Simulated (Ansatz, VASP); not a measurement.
## GaP in VASP and in Ansatz

File INCAR:

```
SYSTEM = GaP
ALGO = Normal
EDIFF = 1E-8
ENCUT = 520
GGA = PE
ISIF = 2
ISMEAR = -1
LASPH = .TRUE.
LCHARG = .FALSE.
LEFG = .TRUE.
LREAL = .FALSE.
LWAVE = .FALSE.
NBANDS = 16
NELM = 60
PREC = Accurate
SIGMA = 0.05
```

The input KPOINTS:

```
k-points
0
G
  12 12 12
  0 0 0
```

File POSCAR:

```
GaP
1.0
    0.0000000000      2.6336787588      2.4772489364
    2.6336787588      0.0000000000      2.4772489364
    2.6336787588      2.6336787588      0.0000000000
Ga P
1 1
Direct
    0.0000000000      0.0000000000      0.0000000000
    0.5000000000      0.5000000000      0.5000000000
```

Input for Ansatz:

```yaml
crystal:
  lattice:
    - [0.0, 2.6336787588, 2.4772489364]
    - [2.6336787588, 0.0, 2.4772489364]
    - [2.6336787588, 2.6336787588, 0.0]
  atoms:
    - { symbol: Ga, position: [0.0, 0.0, 0.0] }
    - { symbol: P, position: [0.5, 0.5, 0.5] }
kpoints:
  mp_grid: { grid: [12, 12, 12] }
scf:
  occupations: { method: fermi_dirac, width: 0.05 }
hamiltonian:
  xc: pbe
  pseudopotentials: { kind: paw }
output:
  forces: true
  stress: true
  eigenvalues: true
  efg: { contact_densities: true }
```

Change from the starting cell: z stretched by -4 % at fixed volume, PAW files.

Alike in both runs: task electric field gradients; functional PBE; k mesh 12 × 12 × 12; occupations fermi-dirac, width 0.05 eV; no spin polarisation.

```csv
,VASP,Ansatz
version,VASP 6.6.1,Ansatz 0.2.0
potentials or method,"VASP PAW PBE potentials, release 64 (Ga_d, P)","PAW with Ansatz's default frozen-core files, scalar-relativistic"
plane-wave cutoff (eV),520,420
valence electrons in the cell,18,18
```

Ansatz gave:

| Property | Result |
| --- | --- |
| pressure (GPa) | 0.6 |
| traceless stress, the component that is largest in VASP (GPa) | 4.99 |
| size of Vzz on the site where it differs most (V/Å²) | 1.4 |

What did VASP give for the same quantities?

Pressure (GPa): 0.6; traceless stress, the component that is largest in VASP (GPa): 5.00; size of Vzz on the site where it differs most (V/Å²): 2.3.
